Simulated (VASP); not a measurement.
A run of VASP 6.6.1 is set up as follows.

Contents of INCAR:

```
SYSTEM = CaC2
ALGO = Normal
EDIFF = 1E-6
ENCUT = 600
GGA_COMPAT = .FALSE.
ISIF = 2
ISMEAR = 0
LASPH = .TRUE.
LCHARG = .FALSE.
LREAL = .FALSE.
LWAVE = .FALSE.
NBANDS = 16
NELM = 120
PREC = Accurate
SIGMA = 0.05
```

The input KPOINTS:

```
k-points
0
G
  10 10 10
  0 0 0
```

File POSCAR:

```
CaC2
1.0
   -1.8319488986      1.8319488986      3.0603403613
    1.8319488986     -1.8319488986      3.0603403613
    1.8319488986      1.8319488986     -3.0603403613
Ca C
1 2
Direct
    0.0000000000      0.0000000000      0.0000000000
    0.5996770466      0.5996770466      0.0000000000
    0.4003229534      0.4003229534      0.0000000000
```

Potentials or basis: VASP PAW LDA potentials, release 64 (Ca_sv, C).

Command:

```sh
$ cat potpaw_LDA.64/Ca_sv/POTCAR potpaw_LDA.64/C/POTCAR > POTCAR
$ mpirun -np 1 vasp_std > vasp.out
```

Q: Predict the pressure.

A: 10.1 GPa.

Q: What does it give for the band gap on the k mesh?

A: 0.65 eV (least direct gap 1.93 eV).

Q: What does it give for the largest force?

A: 2.434 eV/Å.

Stress tensor (GPa, compression positive):
```
 5.19  0.00  0.00
 0.00  5.19  0.00
 0.00  0.00 19.88
```

Caveat: the cell differs from its parent crystal (strain -0.025 along x and y, -0.025 along z); the stress differs along the axes, from 5 to 20 GPa; forces of over 1 eV/Å act on the atoms, so gaps and moduli don't describe the material at rest. A k mesh can miss the band edges.
